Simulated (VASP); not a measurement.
# ZnS (F-43m) in VASP: a series of runs

ZnS is run at these levels: PBE, LDA, PBEsol; tasks: single point, relaxation of cell and atoms.

All numbers are computed with VASP 6.6.1; they aren't measurements. Logs are shortened: lines on timing, memory, paths and dates and some standing lists are left out, and cuts for length are marked.

**Measured values to compare with.**

From “Electronic, vibrational, and thermodynamic properties of ZnS (zincblende and rocksalt structure)”, 2009, arxiv:0911.5022, for a bulk crystal of ZnS at 19 K: band gap 3.85 eV (direct).

The runs below are set against these values where they give the same quantity.

## Step 1: The cell of the first run

Symmetry: F-43m, No. 216, cubic system. Conventional cell: a = 5.388 Å, b = 5.388 Å, c = 5.388 Å, α = 90.00°, β = 90.00°, γ = 90.00°. Within 3.1 Å of Zn (site symmetry -43m) lie 4 S at 2.33 Å. Within 3.1 Å of S (site symmetry -43m) lie 4 Zn at 2.33 Å.

## Step 2: Single point, PBE

INCAR

```
SYSTEM = ZnS
PREC     = Accurate       ! precision mode
ENCUT    = 520            ! plane-wave cutoff, eV
EDIFF    = 1E-7           ! SCF threshold, eV
ISMEAR   = -1             ! smearing method
SIGMA    = 0.02           ! smearing width, eV
LREAL    = .FALSE.        ! projectors in reciprocal space
LASPH    = .TRUE.         ! aspherical terms in the spheres
NELM     = 100            ! most SCF steps
ALGO     = Normal         ! electronic algorithm
ISIF     = 2              ! what is computed and relaxed
LWAVE    = .FALSE.        ! write WAVECAR
LCHARG   = .TRUE.         ! write CHGCAR
GGA      = PE             ! functional
LELF     = .TRUE.         ! ELF
LVHAR    = .TRUE.       
NBANDS   = 16             ! bands
```

KPOINTS

```
Automatic mesh
0
G
  8 8 8
  0 0 0
```

POSCAR

```
ZnS
1.0
    0.0000000000      2.6940955616      2.6940955616
    2.6940955616      0.0000000000      2.6940955616
    2.6940955616      2.6940955616      0.0000000000
Zn S
1 1
Direct
    0.2500000000      0.2500000000      0.2500000000
    0.0000000000      0.0000000000      0.0000000000
```

Potentials or basis: VASP PAW PBE potentials, release 64 (Zn, S).

The run is started by

```sh
$ cat potpaw_PBE.64/Zn/POTCAR potpaw_PBE.64/S/POTCAR > POTCAR
$ mpirun -np 1 vasp_std > vasp.out
```

OUTCAR:

```text
SYSTEM = ZnS
   PREC = Accurate
   ENCUT = 520
   EDIFF = 1E-7
   ISMEAR = -1
   LREAL = .FALSE.
   LASPH = .TRUE.
   NELM = 100
   ISIF = 2
   GGA = PE

 ion  position               nearest neighbor table
   1  0.250  0.250  0.250-   2 2.33   2 2.33   2 2.33   2 2.33
   2  0.000  0.000  0.000-   1 2.33   1 2.33   1 2.33   1 2.33

  LATTYP: Found a face centered cubic cell.
 ALAT       =     5.3881911232

  Lattice vectors:

 A1 = (   0.0000000000,   2.6940955616,   2.6940955616)
 A2 = (   2.6940955616,   0.0000000000,   2.6940955616)
 A3 = (   2.6940955616,   2.6940955616,   0.0000000000)

Analysis of symmetry for initial positions (statically):
=====================================================================
 Subroutine PRICEL returns:
 Original cell was already a primitive cell.

 Routine SETGRP: Setting up the symmetry group for a
 face centered cubic supercell.

 Subroutine GETGRP returns: Found 24 space group operations
 (whereof 24 operations were pure point group operations)
 out of a pool of 48 trial point group operations.

The static configuration has the point symmetry T_d .

Analysis of symmetry for dynamics (positions and initial velocities):
=====================================================================
 Subroutine PRICEL returns:
 Original cell was already a primitive cell.

 Routine SETGRP: Setting up the symmetry group for a
 face centered cubic supercell.

 Subroutine GETGRP returns: Found 24 space group operations
 (whereof 24 operations were pure point group operations)
 out of a pool of 48 trial point group operations.

The dynamic configuration has the point symmetry T_d .

 Subroutine INISYM returns: Found 24 space group operations
 (whereof 24 operations are pure point group operations),
 and found     1 'primitive' translations

----------------------------------------------------------------------------------------

                                     Primitive cell

  volume of cell :      39.1083

  direct lattice vectors                    reciprocal lattice vectors
     0.000000000  2.694095562  2.694095562    -0.185591041  0.185591041  0.185591041
     2.694095562  0.000000000  2.694095562     0.185591041 -0.185591041  0.185591041
     2.694095562  2.694095562  0.000000000     0.185591041  0.185591041 -0.185591041

  length of vectors
     3.810026482  3.810026482  3.810026482     0.321453113  0.321453113  0.321453113

  position of ions in fractional coordinates (direct lattice)
     0.250000000  0.250000000  0.250000000
     0.000000000  0.000000000  0.000000000

  ion indices of the primitive-cell ions
   primitive index   ion index
                 1           1
                 2           2

----------------------------------------------------------------------------------------

 KPOINTS: Automatic mesh

Automatic generation of k-mesh.
 Grid dimensions read from file:
 generate k-points for:    8    8    8

 Generating k-lattice:

  Cartesian coordinates                     Fractional coordinates (reciprocal lattice)
    -0.023198880  0.023198880  0.023198880     0.125000000  0.000000000  0.000000000
     0.023198880 -0.023198880  0.023198880     0.000000000  0.125000000  0.000000000
     0.023198880  0.023198880 -0.023198880     0.000000000  0.000000000  0.125000000

  Length of vectors
     0.040181639  0.040181639  0.040181639

  Shift w.r.t. Gamma in fractional coordinates (k-lattice)
     0.000000000  0.000000000  0.000000000

 Subroutine IBZKPT returns following result:
 ===========================================

 Found     29 irreducible k-points:

 Following reciprocal coordinates:
            Coordinates               Weight
  0.000000  0.000000  0.000000      1.000000
  0.125000  0.000000  0.000000      8.000000
  0.250000  0.000000  0.000000      8.000000
  0.375000  0.000000  0.000000      8.000000
  0.500000  0.000000  0.000000      4.000000
  0.125000  0.125000  0.000000      6.000000
[... 16 lines left out ...]
  0.500000  0.250000  0.125000     48.000000
 -0.375000  0.250000  0.125000     24.000000
 [... further k-points ...]
   k-points           NKPTS =     29   k-points in BZ     NKDIM =     29   number of bands    NBANDS=     16
   number of dos      NEDOS =    301   number of ions     NIONS =      2
   total plane-waves  NPLWV =  21952
   dimension x,y,z NGX =    28 NGY =   28 NGZ =   28
   dimension x,y,z NGXF=    56 NGYF=   56 NGZF=   56
   ions per type =               1   1
   NGX,Y,Z   is equivalent  to a cutoff of  12.22, 12.22, 12.22 a.u.
   NGXF,Y,Z  is equivalent  to a cutoff of  24.43, 24.43, 24.43 a.u.
 SYSTEM =  ZnS
   PREC   = accura    normal or accurate (medium, high low for compatibility)
   ISTART =      0    job   : 0-new  1-cont  2-samecut
   ICHARG =      2    charge: 1-file 2-atom 10-const
   ISPIN  =      1    spin polarized calculation?
   LNONCOLLINEAR =      F non collinear calculations
   LSORBIT =      F    spin-orbit coupling
   LASPH  =      T    aspherical Exc in radial PAW
   ENCUT  =  520.0 eV  38.22 Ry    6.18 a.u.   7.08  7.08  7.08*2*pi/ulx,y,z
   NELM   =    100;   NELMIN=  2; NELMDL= -5     # of ELM steps
   EDIFF  = 0.1E-06   stopping-criterion for ELM
   LREAL  =      F    real-space projection
   EDIFFG = 0.1E-05   stopping-criterion for IOM
   NSW    =      0    number of steps for IOM
   IBRION =     -1    ionic relax: 0-MD 1-quasi-New 2-CG
   NFREE  =      0    steps in history (QN), initial steepest desc. (CG)
   ISIF   =      2    stress and relaxation
   ISYM   =      2    0-nonsym 1-usesym 2-fastsym
   POTIM  = 0.5000    time-step for ionic-motion
   TEBEG  =    0.0;   TEEND  =   0.0 temperature during run
   PSTRESS=    0.0 pullay stress
   NELECT =      18.0000    total number of electrons
   NUPDOWN=      -1.0000    fix difference up-down
   EMIN   =  10.00;   EMAX   =-10.00  energy-range for DOS
   EFERMI =   0.00;   METHOD = LEGACY
   ISMEAR =    -1;   SIGMA  =   0.02  broadening in eV -4-tet -1-fermi 0-gaus
   EFERMI_NEDOS =   21; number of points for ismear=-14 and -15
   IALGO  =     38    algorithm
   IMIX   =      4    mixing-type and parameters
     AMIX     =   0.40;   BMIX     =  1.00
     AMIX_MAG =   1.60;   BMIX_MAG =  1.00
  volume/ion in A,a.u.               =      19.55       131.96
  Fermi-wavevector in a.u.,A,eV,Ry     =   1.263987  2.388589 21.737533  1.597664
  Thomas-Fermi vector in A             =   2.397316
   LORBIT       =      0    0 simple, 1 ext, 2 COOP (PROOUT), +10 PAW based schemes
   GGA     = PE    functional components
   LHFCALC =     F    Hartree Fock is set to
   AEXX    =    0.0000 exact exchange contribution
   IVDW    =     0    specifies the selected vdW correction
   LEPSILON=     F    determine dielectric tensor
   LRPA    =     F    only Hartree local field effects (RPA)
 non-spin polarized calculation
  energy-cutoff  :      520.00
  volume of cell :       39.11
 maximum number of plane-waves:      1067
   NGX = 15   NGY = 15   NGZ = 15

 number of electron      18.0000006 magnetization

 Free energy of the ion-electron system (eV)
  ---------------------------------------------------
  ext. energy  EPLUGINS =         0.00000000
  ---------------------------------------------------
  free energy    TOTEN  =        -6.84248775 eV

  energy without entropy =       -6.84248775  energy(sigma->0) =       -6.84248775

 E-fermi :   2.5941     XC(G=0):  -9.6714

 val. band max:        2.1891937015   @ k =   0.0000   0.0000   0.0000
 cond. band min:       4.3424717971   @ k =   0.0000   0.0000   0.0000
 fundamental gap:      2.1532780955
 Fermi energy:         2.5941358928

 k-point     1 :       0.0000    0.0000    0.0000
  band No.  band energies     occupation
      1     -11.0127      2.00000
      2      -4.1850      2.00000
      3      -4.1850      2.00000
      4      -4.1850      2.00000
      5      -3.6762      2.00000
      6      -3.6762      2.00000
[... 8 lines left out ...]
     15      13.9622      0.00000
     16      14.1101      0.00000

 k-point     2 :       0.1250    0.0000    0.0000
  band No.  band energies     occupation
      1     -10.8942      2.00000
      2      -4.1845      2.00000
      3      -4.1636      2.00000
      4      -4.1635      2.00000
      5      -3.6779      2.00000
      6      -3.6779      2.00000
[... 8 lines left out ...]
     15      13.3667      0.00000
     16      14.8965      0.00000

 k-point     3 :       0.2500    0.0000    0.0000
  band No.  band energies     occupation
      1     -10.5842      2.00000
      2      -4.1388      2.00000
      3      -4.1166      2.00000
      4      -4.1166      2.00000
      5      -3.6746      2.00000
      6      -3.6746      2.00000
[... 8 lines left out ...]
     15      13.1682      0.00000
     16      14.4247      0.00000

 k-point     4 :       0.3750    0.0000    0.0000
  band No.  band energies     occupation
      1     -10.2317      2.00000
      2      -4.0795      2.00000
      3      -4.0795      2.00000
      4      -3.9215      2.00000
      5      -3.6574      2.00000
      6      -3.6574      2.00000
[... 8 lines left out ...]
     15      14.2858      0.00000
     16      14.2858      0.00000

 k-point     5 :       0.5000    0.0000    0.0000
  band No.  band energies     occupation
      1     -10.0694      2.00000
      2      -4.0679      2.00000
      3      -4.0679      2.00000
      4      -3.6452      2.00000
      5      -3.6452      2.00000
      6      -3.4710      2.00000
[... 8 lines left out ...]
     15      15.6203      0.00000
     16      15.6203      0.00000

 k-point     6 :       0.1250    0.1250    0.0000
  band No.  band energies     occupation
      1     -10.8546      2.00000
      2      -4.2058      2.00000
      3      -4.1452      2.00000
      4      -4.1452      2.00000
      5      -3.6932      2.00000
      6      -3.6649      2.00000
[... 8 lines left out ...]
     15      14.1639      0.00000
     16      15.4141      0.00000
[... 267 lines left out ...]
 k-point    21 :       0.5000    0.5000    0.0000
  band No.  band energies     occupation
      1      -9.7517      2.00000
      2      -4.2197      2.00000
      3      -3.8350      2.00000
      4      -3.8350      2.00000
      5      -3.5990      2.00000
      6      -3.4567      2.00000
[... 8 lines left out ...]
     15      15.9185      0.00000
     16      16.7614      0.00000

 k-point    22 :       0.3750    0.2500    0.1250
  band No.  band energies     occupation
      1     -10.3411      2.00000
      2      -4.1648      2.00000
      3      -4.0504      2.00000
      4      -4.0233      2.00000
      5      -3.6993      2.00000
      6      -3.6373      2.00000
[... 8 lines left out ...]
     15      14.9972      0.00000
     16      17.3396      0.00000

 k-point    23 :       0.5000    0.2500    0.1250
  band No.  band energies     occupation
      1     -10.0463      2.00000
      2      -4.0736      2.00000
      3      -4.0193      2.00000
      4      -3.8769      2.00000
      5      -3.6584      2.00000
      6      -3.6029      2.00000
[... 8 lines left out ...]
     15      16.0010      0.00000
     16      16.5456      0.00000

 k-point    24 :      -0.3750    0.2500    0.1250
  band No.  band energies     occupation
      1      -9.9141      2.00000
      2      -4.0564      2.00000
      3      -3.9972      2.00000
      4      -3.7330      2.00000
      5      -3.6637      2.00000
      6      -3.4022      2.00000
[... 8 lines left out ...]
     15      15.6870      0.00000
     16      16.4910      0.00000

 [... further k-points ...]
[... 5 lines left out ...]
  --------------------------------------------------------------------------------------
  -------------------------------------------------------------------------------------
  Total        0.5986989      0.5986989      0.5986989      0.0000000      0.0000000     -0.0000000
  in kB       24.5273197     24.5273197     24.5273197      0.0000000      0.0000000     -0.0000000
  external PRESSURE =      24.5273197 kB  Pullay stress =       0.0000000 kB

 VOLUME and BASIS-vectors are now :
 -----------------------------------------------------------------------------
  energy-cutoff  :      520.00
  volume of cell :       39.11
      direct lattice vectors                 reciprocal lattice vectors
     0.000000000  2.694095562  2.694095562    -0.185591041  0.185591041  0.185591041
     2.694095562  0.000000000  2.694095562     0.185591041 -0.185591041  0.185591041
     2.694095562  2.694095562  0.000000000     0.185591041  0.185591041 -0.185591041

 POSITION                                       TOTAL-FORCE (eV/Angst)
 -----------------------------------------------------------------------------------
      1.34705      1.34705      1.34705         0.000000      0.000000      0.000000
      0.00000      0.00000      0.00000        -0.000000     -0.000000     -0.000000
 -----------------------------------------------------------------------------------
    total drift:                               -0.000001     -0.000001     -0.000001

  FREE ENERGIE OF THE ION-ELECTRON SYSTEM (eV)
  ---------------------------------------------------
  free  energy   TOTEN  =        -6.8424877463 eV

  energy  without entropy=       -6.8424877463  energy(sigma->0) =       -6.84248775
```

Run time: 22 s. Hardware: 1 thread of Intel Xeon Platinum 8259CL at 2.50GHz (Skylake/Cascade Lake), shared host; peak memory 0.16 GiB.

Results:

| Item | Value |
| --- | --- |
| Free energy | -6.8425 eV |
| Pressure | 2.5 GPa |
| Band gap on the k mesh | 2.15 eV, direct |

## Step 3: Single point, LDA

INCAR

```
PREC = Accurate
ENCUT = 520
EDIFF = 1E-6
ISMEAR = 0
SIGMA = 0.01
LREAL = False
LASPH = True
NELM = 80
ALGO = Normal
ISIF = 2
LWAVE = False
LCHARG = False
GGA = CA
NBANDS = 16
```

KPOINTS

```
regular mesh
0
Gamma
  8 8 8
```

POSCAR is that of step 2.

Potentials or basis: VASP PAW LDA potentials, release 64 (Zn, S).

The run is started by

```sh
$ cat potpaw_LDA.64/Zn/POTCAR potpaw_LDA.64/S/POTCAR > POTCAR
$ mpirun -np 1 vasp_std > vasp.out
```

Run time: 22 s. Hardware: 1 thread of Intel Xeon Platinum 8259CL at 2.50GHz (Skylake/Cascade Lake), shared host; peak memory 0.14 GiB.

Results (log left out):

```
Free energy            : -8.1854 eV
Pressure               : -3.8 GPa
Band gap on the k mesh : 1.93 eV, direct
```

Levels at points of the mesh, in eV from the valence-band top:
```
           k point  band 7  band 8  band 9  band 10  band 11  band 12
(0.00, 0.00, 0.00)    0.00    0.00    0.00     1.93     6.25     6.25
(0.50, 0.00, 0.00)   -5.44   -0.89   -0.89     3.13     6.79     6.79
(0.50, 0.50, 0.00)   -4.70   -2.28   -2.28     3.17     3.90    10.78
```

[end of part 1 of 2]
